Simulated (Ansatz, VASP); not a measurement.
# CuAs: VASP beside Ansatz

The input INCAR:

```
ALGO = Normal
EDIFF = 1E-7
ENCUT = 520
ISIF = 2
ISMEAR = 0
LASPH = True
LCHARG = False
LREAL = False
LWAVE = False
NBANDS = 24
NELM = 100
PREC = Accurate
SIGMA = 0.15
```

The input KPOINTS:

```
k-points
0
Gamma
  12 12 8
```

Contents of POSCAR:

```
CuAs
1.0
    3.5151000000      0.0000000000      0.0000000000
   -1.7575500000      3.0441658968      0.0000000000
    0.0000000000      0.0000000000      4.8580437534
Cu As
2 2
Direct
    0.0000000000      0.0000000000      0.5000000000
    0.0000000000      0.0000000000      0.0000000000
    0.6666666667      0.3333333333      0.7500000000
    0.3333333333      0.6666666667      0.2500000000
```

Input for Ansatz:

```yaml
crystal:
  lattice:
    - [3.5151, 0.0, 0.0]
    - [-1.75755, 3.0441658968, 0.0]
    - [0.0, 0.0, 4.8580437534]
  atoms:
    - { symbol: Cu, position: [0.0, 0.0, 0.5] }
    - { symbol: Cu, position: [0.0, 0.0, 0.0] }
    - { symbol: As, position: [0.6666666667, 0.3333333333, 0.75] }
    - { symbol: As, position: [0.3333333333, 0.6666666667, 0.25] }
basis:
  ecutwfc: 520.0
kpoints:
  mp_grid: { grid: [12, 12, 8] }
hamiltonian:
  xc: lda
scf:
  occupations: { method: gaussian, width: 0.15 }
output:
  forces: true
  stress: true
  eigenvalues: true
```

Alike in both runs: task single point; functional LDA; k mesh 12 × 12 × 8; occupations gaussian, width 0.15 eV; no spin polarisation.

|  | VASP | Ansatz |
| --- | --- | --- |
| version | VASP 6.6.1 | Ansatz 0.2.0 |
| potentials or method | VASP PAW LDA potentials, release 64 (Cu, As), cutoff 520 eV | scalar-relativistic, plane waves, PAW |
| valence electrons in the cell | 32 | 68 |

```tsv
	VASP	Ansatz	Ansatz less VASP
gap on the k mesh at the Fermi level (eV)	none	none	-
pressure (GPa)	27.4	26.5	-0.87
traceless stress, the component that is largest in VASP (GPa)	-6.70	-6.71	-0.014
```

LDA's correlation is that of Perdew and Zunger in VASP and of Perdew and Wang (1992) in Ansatz. A gap of «none» marks a metal or a gap that the smearing closes. VASP's potentials hold 32 valence electrons a cell and Ansatz's 68, so a difference there can come from the potentials and not from the codes.
